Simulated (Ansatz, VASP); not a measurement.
## One calculation of Mg2Ge2N, two programs

```
Mg Ge N
1.0
     3.97507    0.00000    0.00000
    -1.98753    3.44251    0.00000
     0.00000    0.00000    6.77682
Mg Ge N
2 2 1
Cartesian
  0.0000 2.2950 0.0000
  0.0000 0.0000 3.3884
  0.0000 0.0000 0.8989
  0.0000 0.0000 5.8779
  0.0000 2.2950 3.3884
```

Alike in both runs: task relaxation of cell and atoms; functional PBE; k mesh 6 × 6 × 4; occupations gaussian, width 0.1 eV; no spin polarisation.

|  | VASP | Ansatz |
| --- | --- | --- |
| version | VASP 6.6.1 | Ansatz 0.2.0 |
| potentials or method | VASP PAW PBE potentials, release 64 (Mg, Ge_d, N), cutoff 600 eV | scalar-relativistic, plane waves, PAW |
| valence electrons in the cell | 37 | 53 |

|  | VASP | Ansatz | Ansatz less VASP |
| --- | --- | --- | --- |
| gap on the k mesh at the Fermi level, each at its own relaxed structure (eV) | none | none | - |
| relaxed volume (Å³/atom) | 19.38 | 19.62 | +0.239 |
| relaxed length of the cell vector where the two differ most in proportion (Å) | 9.707 | 9.876 | +0.1681 |

A gap of «none» marks a metal or a gap that the smearing closes. VASP's potentials hold 37 valence electrons a cell and Ansatz's 53, so a difference there can come from the potentials and not from the codes.
